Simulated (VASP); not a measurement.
# KI (I4/mmm) in VASP: further runs

Runs on KI. Level: PBEsol. Tasks: single point.

All numbers are computed with VASP 6.6.1; they aren't measurements. Logs are shortened: lines on timing, memory, paths and dates and some standing lists are left out, and cuts for length are marked.

**1. The cell of the first run**

It takes space group I4/mmm (No. 139, tetragonal). The conventional cell has a = 4.586 Å, b = 4.586 Å, c = 7.049 Å, α = 90.00°, β = 90.00°, γ = 90.00°. K (site symmetry 4/mmm) has 6 I at 3.24 to 3.52 Å within 4.3 Å. I (site symmetry 4/mmm) has 6 K at 3.24 to 3.52 Å within 4.3 Å.

**2. Single point, PBEsol (strain -0.080 along x and y, +0.000 along z)**

INCAR

```
PREC = Accurate
ENCUT = 520
EDIFF = 1E-6
ISMEAR = 0
SIGMA = 0.05
LREAL = F
LASPH = T
NELM = 60
ALGO = Normal
ISIF = 2
LWAVE = F
LCHARG = F
GGA = PS
NBANDS = 15
```

KPOINTS

```
Automatic mesh
0
Gamma
  6 6 6
```

POSCAR

```
KI
1.0
    0.0000000000      3.2425860000      3.5245500000
    3.2425860000      0.0000000000      3.5245500000
    3.2425860000      3.2425860000      0.0000000000
K I
1 1
Direct
    0.0000000000      0.0000000000      0.0000000000
    0.5000000000      0.5000000000      0.5000000000
```

Potentials or basis: VASP PAW PBE potentials, release 64 (K_sv, I).

Command:

```console
$ cat potpaw_PBE.64/K_sv/POTCAR potpaw_PBE.64/I/POTCAR > POTCAR
$ mpirun -np 1 vasp_std > vasp.out
```

OUTCAR:

```text
PREC = Accurate
   ENCUT = 520
   EDIFF = 1E-6
   ISMEAR = 0
   LREAL = F
   LASPH = T
   NELM = 60
   ISIF = 2
   GGA = PS

 ion  position               nearest neighbor table
   1  0.000  0.000  0.000-   2 3.24   2 3.24   2 3.24   2 3.24   2 3.52   2 3.52
   2  0.500  0.500  0.500-   1 3.24   1 3.24   1 3.24   1 3.24   1 3.52   1 3.52

  LATTYP: Found a body centered tetragonal cell.
 ALAT       =     4.5857090984
 C/A-ratio  =     1.5371886548

  Lattice vectors:

 A1 = (  -3.2425860000,   0.0000000000,   3.5245500000)
 A2 = (   3.2425860000,   0.0000000000,   3.5245500000)
 A3 = (   0.0000000000,   3.2425860000,  -3.5245500000)

Analysis of symmetry for initial positions (statically):
=====================================================================
 Subroutine PRICEL returns:
 Original cell was already a primitive cell.

 Routine SETGRP: Setting up the symmetry group for a
 body centered tetragonal supercell.

 Subroutine GETGRP returns: Found 16 space group operations
 (whereof 16 operations were pure point group operations)
 out of a pool of 16 trial point group operations.

The static configuration has the point symmetry D_4h.

Analysis of symmetry for dynamics (positions and initial velocities):
=====================================================================
 Subroutine PRICEL returns:
 Original cell was already a primitive cell.

 Routine SETGRP: Setting up the symmetry group for a
 body centered tetragonal supercell.

 Subroutine GETGRP returns: Found 16 space group operations
 (whereof 16 operations were pure point group operations)
 out of a pool of 16 trial point group operations.

The dynamic configuration has the point symmetry D_4h.

 Subroutine INISYM returns: Found 16 space group operations
 (whereof 16 operations are pure point group operations),
 and found     1 'primitive' translations

----------------------------------------------------------------------------------------

                                     Primitive cell

  volume of cell :      74.1168

  direct lattice vectors                    reciprocal lattice vectors
     0.000000000  3.242586000  3.524550000    -0.154197915  0.154197915  0.141862082
     3.242586000  0.000000000  3.524550000     0.154197915 -0.154197915  0.141862082
     3.242586000  3.242586000  0.000000000     0.154197915  0.154197915 -0.141862082

  length of vectors
     4.789239676  4.789239676  4.585709098     0.260151579  0.260151579  0.260151579

  position of ions in fractional coordinates (direct lattice)
     0.000000000  0.000000000  0.000000000
     0.500000000  0.500000000  0.500000000

  ion indices of the primitive-cell ions
   primitive index   ion index
                 1           1
                 2           2

----------------------------------------------------------------------------------------

 KPOINTS: Automatic mesh

Automatic generation of k-mesh.
 Grid dimensions read from file:
 generate k-points for:    6    6    6

 Generating k-lattice:

  Cartesian coordinates                     Fractional coordinates (reciprocal lattice)
    -0.025699652  0.025699652  0.023643680     0.166666667 -0.000000000  0.000000000
     0.025699652 -0.025699652  0.023643680    -0.000000000  0.166666667  0.000000000
     0.025699652  0.025699652 -0.023643680     0.000000000  0.000000000  0.166666667

  Length of vectors
     0.043358597  0.043358597  0.043358597

  Shift w.r.t. Gamma in fractional coordinates (k-lattice)
     0.000000000  0.000000000  0.000000000

 Subroutine IBZKPT returns following result:
 ===========================================

 Found     30 irreducible k-points:

 Following reciprocal coordinates:
            Coordinates               Weight
  0.000000  0.000000  0.000000      1.000000
  0.166667 -0.000000  0.000000      8.000000
  0.333333 -0.000000  0.000000      8.000000
  0.500000  0.000000  0.000000      4.000000
  0.166667  0.166667  0.000000      2.000000
  0.333333  0.166667  0.000000      8.000000
[... 16 lines left out ...]
  0.333333  0.000000  0.333333      4.000000
  0.500000  0.000000  0.333333     16.000000
 [... further k-points ...]
   k-points           NKPTS =     30   k-points in BZ     NKDIM =     30   number of bands    NBANDS=     15
   number of dos      NEDOS =    301   number of ions     NIONS =      2
   total plane-waves  NPLWV =  46656
   dimension x,y,z NGX =    36 NGY =   36 NGZ =   36
   dimension x,y,z NGXF=    72 NGYF=   72 NGZF=   72
   ions per type =               1   1
   NGX,Y,Z   is equivalent  to a cutoff of  12.50, 12.50, 13.05 a.u.
   NGXF,Y,Z  is equivalent  to a cutoff of  24.99, 24.99, 26.10 a.u.
 SYSTEM =  unknown system
   PREC   = accura    normal or accurate (medium, high low for compatibility)
   ISTART =      0    job   : 0-new  1-cont  2-samecut
   ICHARG =      2    charge: 1-file 2-atom 10-const
   ISPIN  =      1    spin polarized calculation?
   LNONCOLLINEAR =      F non collinear calculations
   LSORBIT =      F    spin-orbit coupling
   LASPH  =      T    aspherical Exc in radial PAW
   ENCUT  =  520.0 eV  38.22 Ry    6.18 a.u.   8.90  8.90  8.53*2*pi/ulx,y,z
   NELM   =     60;   NELMIN=  2; NELMDL= -5     # of ELM steps
   EDIFF  = 0.1E-05   stopping-criterion for ELM
   LREAL  =      F    real-space projection
   EDIFFG = 0.1E-04   stopping-criterion for IOM
   NSW    =      0    number of steps for IOM
   IBRION =     -1    ionic relax: 0-MD 1-quasi-New 2-CG
   NFREE  =      0    steps in history (QN), initial steepest desc. (CG)
   ISIF   =      2    stress and relaxation
   ISYM   =      2    0-nonsym 1-usesym 2-fastsym
   POTIM  = 0.5000    time-step for ionic-motion
   TEBEG  =    0.0;   TEEND  =   0.0 temperature during run
   PSTRESS=    0.0 pullay stress
   NELECT =      16.0000    total number of electrons
   NUPDOWN=      -1.0000    fix difference up-down
   EMIN   =  10.00;   EMAX   =-10.00  energy-range for DOS
   EFERMI =   0.00;   METHOD = LEGACY
   ISMEAR =     0;   SIGMA  =   0.05  broadening in eV -4-tet -1-fermi 0-gaus
   EFERMI_NEDOS =   21; number of points for ismear=-14 and -15
   IALGO  =     38    algorithm
   IMIX   =      4    mixing-type and parameters
     AMIX     =   0.40;   BMIX     =  1.00
     AMIX_MAG =   1.60;   BMIX_MAG =  1.00
  volume/ion in A,a.u.               =      37.06       250.08
  Fermi-wavevector in a.u.,A,eV,Ry     =   0.982070  1.855844 13.122304  0.964462
  Thomas-Fermi vector in A             =   2.113125
   LORBIT       =      0    0 simple, 1 ext, 2 COOP (PROOUT), +10 PAW based schemes
   GGA     = PS    functional components
   LHFCALC =     F    Hartree Fock is set to
   AEXX    =    0.0000 exact exchange contribution
   IVDW    =     0    specifies the selected vdW correction
   LEPSILON=     F    determine dielectric tensor
   LRPA    =     F    only Hartree local field effects (RPA)
 non-spin polarized calculation
 Gauss-broadening in eV      SIGMA  =   0.05
  energy-cutoff  :      520.00
  volume of cell :       74.12
 maximum number of plane-waves:      2022
   NGX = 17   NGY = 17   NGZ = 17

 number of electron      15.9999998 magnetization

 Free energy of the ion-electron system (eV)
  ---------------------------------------------------
  ext. energy  EPLUGINS =         0.00000000
  ---------------------------------------------------
  free energy    TOTEN  =        -5.67236470 eV

  energy without entropy =       -5.67236470  energy(sigma->0) =       -5.67236470

 E-fermi :   0.8528     XC(G=0):  -8.0591

 val. band max:        0.5444958951   @ k =   0.0000   0.0000   0.0000
 cond. band min:       4.6969460690   @ k =   0.0000   0.0000   0.0000
 fundamental gap:      4.1524501739
 Fermi energy:         0.8528025844

 k-point     1 :       0.0000    0.0000    0.0000
  band No.  band energies     occupation
      1     -27.5670      2.00000
      2     -11.1651      2.00000
      3     -11.1651      2.00000
      4     -11.1354      2.00000
      5     -10.3571      2.00000
      6       0.4464      2.00000
      7       0.5445      2.00000
      8       0.5445      2.00000
      9       4.6969      0.00000
     10       6.4083      0.00000
     11       6.9899      0.00000
     12       6.9899      0.00000
     13       7.5413      0.00000
     14       7.8358      0.00000
     15      10.2617      0.00000

 k-point     2 :       0.1667   -0.0000    0.0000
  band No.  band energies     occupation
      1     -27.5654      2.00000
      2     -11.3203      2.00000
      3     -11.1629      2.00000
      4     -11.1427      2.00000
      5     -10.1402      2.00000
      6      -0.0777      2.00000
      7       0.3249      2.00000
      8       0.3943      2.00000
      9       5.3895      0.00000
     10       6.6814      0.00000
     11       7.0559      0.00000
     12       7.3172      0.00000
     13       7.9911      0.00000
     14       8.2915      0.00000
     15      11.3342      0.00000

 k-point     3 :       0.3333   -0.0000    0.0000
  band No.  band energies     occupation
      1     -27.5624      2.00000
      2     -11.5292      2.00000
      3     -11.1583      2.00000
      4     -11.1500      2.00000
      5      -9.8083      2.00000
      6      -0.9550      2.00000
      7       0.0560      2.00000
      8       0.1240      2.00000
      9       5.8956      0.00000
     10       7.7542      0.00000
     11       7.8911      0.00000
     12       8.1763      0.00000
     13       9.1273      0.00000
     14       9.3976      0.00000
     15      10.6206      0.00000
[... 343 lines left out ...]
 k-point    23 :       0.3333    0.0000    0.3333
  band No.  band energies     occupation
      1     -27.5602      2.00000
      2     -11.3852      2.00000
      3     -11.2113      2.00000
      4     -11.1592      2.00000
      5      -9.9667      2.00000
      6      -0.7908      2.00000
      7       0.0527      2.00000
      8       0.0830      2.00000
      9       5.2769      0.00000
     10       6.5189      0.00000
     11       8.4400      0.00000
     12       9.1848      0.00000
     13       9.5061      0.00000
     14       9.8057      0.00000
     15      10.7285      0.00000

 k-point    24 :       0.5000    0.0000    0.3333
  band No.  band energies     occupation
      1     -27.5587      2.00000
      2     -11.3594      2.00000
      3     -11.2259      2.00000
      4     -11.1698      2.00000
      5      -9.9728      2.00000
      6      -0.7595      2.00000
      7      -0.2245      2.00000
      8      -0.0289      2.00000
      9       5.4491      0.00000
     10       7.0920      0.00000
     11       8.5153      0.00000
     12       8.9829      0.00000
     13       9.7860      0.00000
     14      10.1637      0.00000
     15      11.0334      0.00000

 [... further k-points ...]

------------------------ aborting loop because EDIFF is reached ----------------------------------------

  FORCE on cell =-STRESS in cart. coord.  units (eV):
  Direction    XX          YY          ZZ          XY          YZ          ZX
  --------------------------------------------------------------------------------------
  -------------------------------------------------------------------------------------
  Total        2.0747425      2.0747425      0.1826059      0.0000000     -0.0000000      0.0000000
  in kB       44.8495526     44.8495526      3.9473778      0.0000000     -0.0000000      0.0000000
  external PRESSURE =      31.2154943 kB  Pullay stress =       0.0000000 kB

 VOLUME and BASIS-vectors are now :
 -----------------------------------------------------------------------------
  energy-cutoff  :      520.00
  volume of cell :       74.12
      direct lattice vectors                 reciprocal lattice vectors
     0.000000000  3.242586000  3.524550000    -0.154197915  0.154197915  0.141862082
     3.242586000  0.000000000  3.524550000     0.154197915 -0.154197915  0.141862082
     3.242586000  3.242586000  0.000000000     0.154197915  0.154197915 -0.141862082

 POSITION                                       TOTAL-FORCE (eV/Angst)
 -----------------------------------------------------------------------------------
      0.00000      0.00000      0.00000        -0.000000      0.000000      0.000000
      3.24259      3.24259      3.52455         0.000000     -0.000000     -0.000000
 -----------------------------------------------------------------------------------
    total drift:                                0.000000      0.000000      0.000000

  FREE ENERGIE OF THE ION-ELECTRON SYSTEM (eV)
  ---------------------------------------------------
  free  energy   TOTEN  =        -5.6723647048 eV

  energy  without entropy=       -5.6723647048  energy(sigma->0) =       -5.67236470
```

Run time: 19 s. Hardware: 1 thread of Intel Xeon Platinum 8488C (Sapphire Rapids), shared host; peak memory 0.21 GiB.

What came out:

```
Free energy            : -5.6724 eV
Pressure               : 3.1 GPa
Band gap on the k mesh : 4.15 eV
```

Stress tensor (GPa, compression positive):
```
4.48 0.00 0.00
0.00 4.48 0.00
0.00 0.00 0.39
```

Levels at points of the mesh, in eV from the valence-band top:
| k point | band 4 | band 5 | band 6 | band 7 | band 8 | band 9 | band 10 | band 11 | band 12 | band 13 |
| --- | --- | --- | --- | --- | --- | --- | --- | --- | --- | --- |
| (0.00, 0.00, 0.00) | -11.68 | -10.90 | -0.10 | 0.00 | 0.00 | 4.15 | 5.86 | 6.45 | 6.45 | 7.00 |
| (0.50, 0.00, 0.00) | -11.70 | -10.21 | -1.86 | -0.61 | -0.54 | 5.46 | 7.96 | 8.08 | 8.75 | 8.84 |
| (0.50, 0.50, 0.00) | -11.74 | -10.70 | -1.45 | -0.38 | -0.38 | 4.45 | 6.10 | 8.03 | 9.19 | 9.29 |
| (0.50, 0.00, 0.50) | -11.71 | -10.65 | -1.28 | -0.60 | -0.54 | 4.40 | 6.03 | 8.24 | 9.27 | 9.41 |

Caveat: the cell differs from its parent crystal (strain -0.080 along x and y, +0.000 along z); the cell stands under pressure; the PAW data sets were made with another functional, which shifts forces and pressure a little; spin-orbit coupling is left out, which moves the levels of the heavy elements.

**3. Single point, PBEsol (strain -0.040 along x and y, -0.080 along z)**

INCAR, as its differences from that of step 2:

```diff
@@ -7,3 +7,3 @@
 LASPH = T
-NELM = 60
+NELM = 80
 ALGO = Normal
```

KPOINTS is that of step 2.

POSCAR

```
KI
1.0
    0.0000000000      3.3835680000      3.2425860000
    3.3835680000      0.0000000000      3.2425860000
    3.3835680000      3.3835680000      0.0000000000
K I
1 1
Direct
    0.0000000000      0.0000000000      0.0000000000
    0.5000000000      0.5000000000      0.5000000000
```

Potentials or basis: VASP PAW PBE potentials, release 64 (K_sv, I).

Command:

```console
$ cat potpaw_PBE.64/K_sv/POTCAR potpaw_PBE.64/I/POTCAR > POTCAR
$ mpirun -np 1 vasp_std > vasp.out
```

OUTCAR:

```text
PREC = Accurate
   ENCUT = 520
   EDIFF = 1E-6
   ISMEAR = 0
   LREAL = F
   LASPH = T
   NELM = 80
   ISIF = 2
   GGA = PS

 ion  position               nearest neighbor table
   1  0.000  0.000  0.000-   2 3.24   2 3.24   2 3.38   2 3.38   2 3.38   2 3.38
   2  0.500  0.500  0.500-   1 3.24   1 3.24   1 3.38   1 3.38   1 3.38   1 3.38

  LATTYP: Found a body centered tetragonal cell.
 ALAT       =     4.7850877548
 C/A-ratio  =     1.3552879973

  Lattice vectors:

 A1 = (   0.0000000000,  -3.3835680000,  -3.2425860000)
 A2 = (   0.0000000000,   3.3835680000,  -3.2425860000)
 A3 = (   3.3835680000,   0.0000000000,   3.2425860000)

Analysis of symmetry for initial positions (statically):
=====================================================================
 Subroutine PRICEL returns:
 Original cell was already a primitive cell.

 Routine SETGRP: Setting up the symmetry group for a
 body centered tetragonal supercell.

 Subroutine GETGRP returns: Found 16 space group operations
 (whereof 16 operations were pure point group operations)
 out of a pool of 16 trial point group operations.

The static configuration has the point symmetry D_4h.
[... 175 lines left out ...]
      6       0.4785      2.00000
      7       0.4785      2.00000
      8       0.5304      2.00000
      9       4.7107      0.00000
     10       6.6750      0.00000
     11       6.6750      0.00000
     12       6.9733      0.00000
     13       7.5382      0.00000
     14       7.7654      0.00000
[... 401 lines left out ...]
      2     -11.3451      2.00000
      3     -11.2317      2.00000
      4     -11.1959      2.00000
      5     -10.0031      2.00000
      6      -0.8143      2.00000
      7      -0.2062      2.00000
      8       0.0324      2.00000
      9       5.4796      0.00000
     10       7.1360      0.00000
     11       8.5641      0.00000
     12       8.8618      0.00000
     13       9.7946      0.00000
     14      10.1293      0.00000
     15      10.7598      0.00000

 [... further k-points ...]

------------------------ aborting loop because EDIFF is reached ----------------------------------------

  FORCE on cell =-STRESS in cart. coord.  units (eV):
  Direction    XX          YY          ZZ          XY          YZ          ZX
  --------------------------------------------------------------------------------------
  -------------------------------------------------------------------------------------
  Total        0.8947676      0.8947676      2.0624336      0.0000000     -0.0000000      0.0000000
  in kB       19.3085431     19.3085431     44.5060694      0.0000000     -0.0000000      0.0000000
  external PRESSURE =      27.7077186 kB  Pullay stress =       0.0000000 kB

 VOLUME and BASIS-vectors are now :
 -----------------------------------------------------------------------------
  energy-cutoff  :      520.00
  volume of cell :       74.25
      direct lattice vectors                 reciprocal lattice vectors
     0.000000000  3.383568000  3.242586000    -0.147773002  0.147773002  0.154197915
     3.383568000  0.000000000  3.242586000     0.147773002 -0.147773002  0.154197915
     3.383568000  3.383568000  0.000000000     0.147773002  0.147773002 -0.154197915

 POSITION                                       TOTAL-FORCE (eV/Angst)
 -----------------------------------------------------------------------------------
      0.00000      0.00000      0.00000         0.000000      0.000000     -0.000000
      3.38357      3.38357      3.24259         0.000000      0.000000      0.000000
 -----------------------------------------------------------------------------------
    total drift:                                0.000000      0.000000      0.000000

  FREE ENERGIE OF THE ION-ELECTRON SYSTEM (eV)
  ---------------------------------------------------
  free  energy   TOTEN  =        -5.7129415257 eV

  energy  without entropy=       -5.7129415257  energy(sigma->0) =       -5.71294153
```

stdout:

```text
POSCAR found type information on POSCAR K I
 POSCAR found :  2 types and       2 ions
 scaLAPACK will be used
 -----------------------------------------------------------------------------
|                                                                             |
|                                                                             |
|     You enforced a specific xc type in the INCAR file but a different       |
|     I HOPE YOU KNOW WHAT YOU ARE DOING!                                     |
|                                                                             |
 -----------------------------------------------------------------------------

 LDA part: xc-table for (Slater+PW92), standard interpolation
 POSCAR, INCAR and KPOINTS ok, starting setup
 FFT: planning ... GRIDC
 FFT: planning ... GRID_SOFT
 FFT: planning ... GRID
 WAVECAR not read
 entering main loop
```

It took 18 s on 1 thread of Intel Xeon Platinum 8488C (Sapphire Rapids), shared host; peak memory 0.21 GiB.

What came out:

* Free energy: -5.7129 eV
* Pressure: 2.8 GPa
* Band gap on the k mesh: 4.18 eV

Caveat: the cell differs from its parent crystal (strain -0.040 along x and y, -0.080 along z); the PAW data sets were made with another functional, which shifts forces and pressure a little; spin-orbit coupling is left out, which moves the levels of the heavy elements.
